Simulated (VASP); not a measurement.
# NaI (Pm-3m) in VASP: a series of runs

The runs below take NaI through relaxation of cell and atoms, with PBEsol, LDA, HSE06.

All numbers are computed with VASP 6.6.1; they aren't measurements. Logs are shortened: lines on timing, memory, paths and dates and some standing lists are left out, and cuts for length are marked.

## Step 1: The cell of the first run

The structure is cubic, space group Pm-3m (No. 221). Conventional cell: a = 4.062 Å, b = 4.062 Å, c = 4.062 Å, α = 90.00°, β = 90.00°, γ = 90.00°. Na (site symmetry m-3m) has 8 I at 3.52 Å and 6 Na at 4.06 Å within 4.6 Å. Within 4.6 Å of I (site symmetry m-3m) lie 8 Na at 3.52 Å and 6 I at 4.06 Å.

## Step 2: Relaxation of cell and atoms, PBEsol

The input, INCAR:

```
PREC = Accurate
ENCUT = 600
EDIFF = 1E-6
ISMEAR = -1
SIGMA = 0.02
LREAL = False
LASPH = True
NELM = 60
ALGO = Normal
ISIF = 3
LWAVE = False
LCHARG = False
GGA = PS
IBRION = 2
NSW = 80
EDIFFG = -0.005
```

The input, KPOINTS:

```
regular mesh
0
Gamma
  6 6 6
```

The input, POSCAR:

```
NaI
1.0
    4.0624249601      0.0000000000      0.0000000000
    0.0000000000      4.0624249601      0.0000000000
    0.0000000000      0.0000000000      4.0624249601
Na I
1 1
Direct
    0.0000000000      0.0000000000      0.0000000000
    0.5000000000      0.5000000000      0.5000000000
```

Potentials or basis: VASP PAW PBE potentials, release 64 (Na_pv, I).

The run is started by

```bash
cat potpaw_PBE.64/Na_pv/POTCAR potpaw_PBE.64/I/POTCAR > POTCAR
mpirun -np 1 vasp_std > vasp.out
```

OUTCAR:

```text
PREC = Accurate
   ENCUT = 600
   EDIFF = 1E-6
   ISMEAR = -1
   LREAL = False
   LASPH = True
   NELM = 60
   ISIF = 3
   GGA = PS
   IBRION = 2
   NSW = 80
   EDIFFG = -0.005

 ion  position               nearest neighbor table
   1  0.000  0.000  0.000-
   2  0.500  0.500  0.500-

  LATTYP: Found a simple cubic cell.
 ALAT       =     4.0624249601

  Lattice vectors:

 A1 = (   4.0624249601,   0.0000000000,   0.0000000000)
 A2 = (   0.0000000000,   4.0624249601,   0.0000000000)
 A3 = (   0.0000000000,   0.0000000000,   4.0624249601)

Analysis of symmetry for initial positions (statically):
=====================================================================
 Subroutine PRICEL returns:
 Original cell was already a primitive cell.

 Routine SETGRP: Setting up the symmetry group for a
 simple cubic supercell.

 Subroutine GETGRP returns: Found 48 space group operations
 (whereof 48 operations were pure point group operations)
 out of a pool of 48 trial point group operations.

The static configuration has the point symmetry O_h .

Analysis of symmetry for dynamics (positions and initial velocities):
=====================================================================
 Subroutine PRICEL returns:
 Original cell was already a primitive cell.

 Routine SETGRP: Setting up the symmetry group for a
 simple cubic supercell.

 Subroutine GETGRP returns: Found 48 space group operations
 (whereof 48 operations were pure point group operations)
 out of a pool of 48 trial point group operations.

The dynamic configuration has the point symmetry O_h .

 Subroutine INISYM returns: Found 48 space group operations
 (whereof 48 operations are pure point group operations),
 and found     1 'primitive' translations

----------------------------------------------------------------------------------------

                                     Primitive cell

  volume of cell :      67.0434

  direct lattice vectors                    reciprocal lattice vectors
     4.062424960  0.000000000  0.000000000     0.246158393  0.000000000  0.000000000
     0.000000000  4.062424960  0.000000000     0.000000000  0.246158393  0.000000000
     0.000000000  0.000000000  4.062424960     0.000000000  0.000000000  0.246158393

  length of vectors
     4.062424960  4.062424960  4.062424960     0.246158393  0.246158393  0.246158393

  position of ions in fractional coordinates (direct lattice)
     0.000000000  0.000000000  0.000000000
     0.500000000  0.500000000  0.500000000

  ion indices of the primitive-cell ions
   primitive index   ion index
                 1           1
                 2           2

----------------------------------------------------------------------------------------

 KPOINTS: regular mesh

Automatic generation of k-mesh.
 Grid dimensions read from file:
 generate k-points for:    6    6    6

 Generating k-lattice:

  Cartesian coordinates                     Fractional coordinates (reciprocal lattice)
     0.041026399  0.000000000  0.000000000     0.166666667  0.000000000  0.000000000
     0.000000000  0.041026399  0.000000000     0.000000000  0.166666667  0.000000000
     0.000000000  0.000000000  0.041026399     0.000000000  0.000000000  0.166666667

  Length of vectors
     0.041026399  0.041026399  0.041026399

  Shift w.r.t. Gamma in fractional coordinates (k-lattice)
     0.000000000  0.000000000  0.000000000

 Subroutine IBZKPT returns following result:
 ===========================================

 Found     20 irreducible k-points:

 Following reciprocal coordinates:
            Coordinates               Weight
  0.000000  0.000000  0.000000      1.000000
  0.166667  0.000000  0.000000      6.000000
  0.333333  0.000000  0.000000      6.000000
  0.500000  0.000000  0.000000      3.000000
  0.166667  0.166667  0.000000     12.000000
  0.333333  0.166667  0.000000     24.000000
[... 12 lines left out ...]
  0.500000  0.500000  0.333333      6.000000
  0.500000  0.500000  0.500000      1.000000
   k-points           NKPTS =     20   k-points in BZ     NKDIM =     20   number of bands    NBANDS=     11
   number of dos      NEDOS =    301   number of ions     NIONS =      2
   total plane-waves  NPLWV =  32768
   dimension x,y,z NGX =    32 NGY =   32 NGZ =   32
   dimension x,y,z NGXF=    64 NGYF=   64 NGZF=   64
   ions per type =               1   1
   NGX,Y,Z   is equivalent  to a cutoff of  13.10, 13.10, 13.10 a.u.
   NGXF,Y,Z  is equivalent  to a cutoff of  26.19, 26.19, 26.19 a.u.
 SYSTEM =  unknown system
   PREC   = accura    normal or accurate (medium, high low for compatibility)
   ISTART =      0    job   : 0-new  1-cont  2-samecut
   ICHARG =      2    charge: 1-file 2-atom 10-const
   ISPIN  =      1    spin polarized calculation?
   LNONCOLLINEAR =      F non collinear calculations
   LSORBIT =      F    spin-orbit coupling
   LASPH  =      T    aspherical Exc in radial PAW
   ENCUT  =  600.0 eV  44.10 Ry    6.64 a.u.   8.11  8.11  8.11*2*pi/ulx,y,z
   NELM   =     60;   NELMIN=  2; NELMDL= -5     # of ELM steps
   EDIFF  = 0.1E-05   stopping-criterion for ELM
   LREAL  =      F    real-space projection
   EDIFFG = -.5E-02   stopping-criterion for IOM
   NSW    =     80    number of steps for IOM
   IBRION =      2    ionic relax: 0-MD 1-quasi-New 2-CG
   NFREE  =      1    steps in history (QN), initial steepest desc. (CG)
   ISIF   =      3    stress and relaxation
   ISYM   =      2    0-nonsym 1-usesym 2-fastsym
   POTIM  = 0.5000    time-step for ionic-motion
   TEBEG  =    0.0;   TEEND  =   0.0 temperature during run
   PSTRESS=    0.0 pullay stress
   NELECT =      14.0000    total number of electrons
   NUPDOWN=      -1.0000    fix difference up-down
   EMIN   =  10.00;   EMAX   =-10.00  energy-range for DOS
   EFERMI =   0.00;   METHOD = LEGACY
   ISMEAR =    -1;   SIGMA  =   0.02  broadening in eV -4-tet -1-fermi 0-gaus
   EFERMI_NEDOS =   21; number of points for ismear=-14 and -15
   IALGO  =     38    algorithm
   IMIX   =      4    mixing-type and parameters
     AMIX     =   0.40;   BMIX     =  1.00
     AMIX_MAG =   1.60;   BMIX_MAG =  1.00
  volume/ion in A,a.u.               =      33.52       226.22
  Fermi-wavevector in a.u.,A,eV,Ry     =   0.971253  1.835401 12.834804  0.943331
  Thomas-Fermi vector in A             =   2.101454
   LORBIT       =      0    0 simple, 1 ext, 2 COOP (PROOUT), +10 PAW based schemes
   GGA     = PS    functional components
   LHFCALC =     F    Hartree Fock is set to
   AEXX    =    0.0000 exact exchange contribution
   IVDW    =     0    specifies the selected vdW correction
   LEPSILON=     F    determine dielectric tensor
   LRPA    =     F    only Hartree local field effects (RPA)
 conjugate gradient relaxation of ions
 non-spin polarized calculation
  energy-cutoff  :      600.00
  volume of cell :       67.04
 maximum number of plane-waves:      2272
   NGX = 17   NGY = 17   NGZ = 17

--------------------------------------- Ionic step        1  -------------------------------------------

 number of electron      13.9999991 magnetization

 Free energy of the ion-electron system (eV)
  ---------------------------------------------------
  ext. energy  EPLUGINS =         0.00000000
  ---------------------------------------------------
  free energy    TOTEN  =        -5.38580526 eV

  energy without entropy =       -5.38580526  energy(sigma->0) =       -5.38580526

------------------------ aborting loop because EDIFF is reached ----------------------------------------

  FORCE on cell =-STRESS in cart. coord.  units (eV):
  Direction    XX          YY          ZZ          XY          YZ          ZX
  --------------------------------------------------------------------------------------
  -------------------------------------------------------------------------------------
  Total       -0.3649610     -0.3649610     -0.3649610     -0.0000000      0.0000000     -0.0000000
  in kB       -8.7216966     -8.7216966     -8.7216966     -0.0000000      0.0000000     -0.0000000
  external PRESSURE =      -8.7216966 kB  Pullay stress =       0.0000000 kB

 VOLUME and BASIS-vectors are now :
 -----------------------------------------------------------------------------
  energy-cutoff  :      600.00
  volume of cell :       67.04
      direct lattice vectors                 reciprocal lattice vectors
     4.062424960  0.000000000  0.000000000     0.246158393  0.000000000  0.000000000
     0.000000000  4.062424960  0.000000000     0.000000000  0.246158393  0.000000000
     0.000000000  0.000000000  4.062424960     0.000000000  0.000000000  0.246158393
[... 109 lines left out ...]
 POSITION                                       TOTAL-FORCE (eV/Angst)
 -----------------------------------------------------------------------------------
      0.00000      0.00000      0.00000        -0.000000      0.000000      0.000000
      1.98552      1.98552      1.98552         0.000000     -0.000000      0.000000
 -----------------------------------------------------------------------------------
    total drift:                                0.000000     -0.000000     -0.000000

  FREE ENERGIE OF THE ION-ELECTRON SYSTEM (eV)
  ---------------------------------------------------
  free  energy   TOTEN  =        -5.3952234543 eV

  energy  without entropy=       -5.3952234543  energy(sigma->0) =       -5.39522345

--------------------------------------- Ionic step        5  -------------------------------------------

 number of electron      13.9999987 magnetization

 Free energy of the ion-electron system (eV)
  ---------------------------------------------------
  ext. energy  EPLUGINS =         0.00000000
  ---------------------------------------------------
  free energy    TOTEN  =        -5.39601077 eV

  energy without entropy =       -5.39601077  energy(sigma->0) =       -5.39601077

 E-fermi :   2.6178     XC(G=0):  -8.1378

 val. band max:        2.1632976929   @ k =   0.5000   0.5000   0.0000
 cond. band min:       4.4193399044   @ k =   0.0000   0.0000   0.0000
 fundamental gap:      2.2560422115
 Fermi energy:         2.6177916189

 k-point     1 :       0.0000    0.0000    0.0000
  band No.  band energies     occupation
      1     -21.3225      2.00000
      2     -21.3225      2.00000
      3     -21.3225      2.00000
      4      -9.8465      2.00000
      5       1.4591      2.00000
      6       1.4591      2.00000
      7       1.4591      2.00000
      8       4.4193      0.00000
      9       7.5628      0.00000
     10       7.5628      0.00000
     11      13.5239      0.00000

 k-point     2 :       0.1667    0.0000    0.0000
  band No.  band energies     occupation
      1     -21.3251      2.00000
      2     -21.3223      2.00000
      3     -21.3223      2.00000
      4      -9.7619      2.00000
      5       0.4659      2.00000
      6       1.5408      2.00000
      7       1.5408      2.00000
      8       5.1329      0.00000
      9       7.7946      0.00000
     10       8.4414      0.00000
     11      11.9945      0.00000
[... 272 lines left out ...]
 POSITION                                       TOTAL-FORCE (eV/Angst)
 -----------------------------------------------------------------------------------
      0.00000      0.00000      0.00000        -0.000000     -0.000000      0.000000
      1.99588      1.99588      1.99588         0.000000      0.000000      0.000000
 -----------------------------------------------------------------------------------
    total drift:                                0.000000     -0.000000     -0.000000

  FREE ENERGIE OF THE ION-ELECTRON SYSTEM (eV)
  ---------------------------------------------------
  free  energy   TOTEN  =        -5.3960107706 eV

  energy  without entropy=       -5.3960107706  energy(sigma->0) =       -5.39601077

 reached required accuracy - stopping structural energy minimisation
```

Wall time 70 s (1 thread of Intel Xeon 8259CL, shared host); peak memory 0.19 GiB.

What came out:

```
Free energy                           : -5.3960 eV
Relaxed volume                        : 31.80 Å³/atom
Relaxed cell                          : a = 3.992 Å, b = 3.992 Å, c = 3.992 Å, α = 90.00°, β = 90.00°, γ = 90.00°
Space group after relaxing (to 0.1 Å) : Pm-3m (No. 221)
Energy gained by relaxing             : 5.1 meV/atom
Ionic steps                           : 5
Pressure after relaxing               : 0.0 GPa
Band gap on the k mesh                : 2.26 eV (least direct gap 2.66 eV)
```

The path:
```csv
step,energy change (eV),largest force (eV/Å),pressure (GPa),volume (Å³)
1,0.0000,0.0000,-0.87,67.04
2,-0.0075,0.0000,-0.43,65.29
3,-0.0096,0.0000,-0.21,64.39
4,-0.0094,0.0000,0.28,62.62
5,-0.0102,0.0000,-0.02,63.61
```

Final structure:
```xyz
2
Lattice="3.9918 0.0000 0.0000 0.0000 3.9918 0.0000 0.0000 0.0000 3.9918" Properties=species:S:1:pos:R:3 pbc="T T T"
Na    0.0000    0.0000    0.0000
I     1.9959    1.9959    1.9959
```

Caveat: the structure was generated, so it needn't be the stable form of NaI; the PAW data sets were made with another functional, which shifts forces and pressure a little; spin-orbit coupling is left out, which moves the levels of the heavy elements. A k mesh can miss the band edges.

(Part 1 of 2 ends here.)
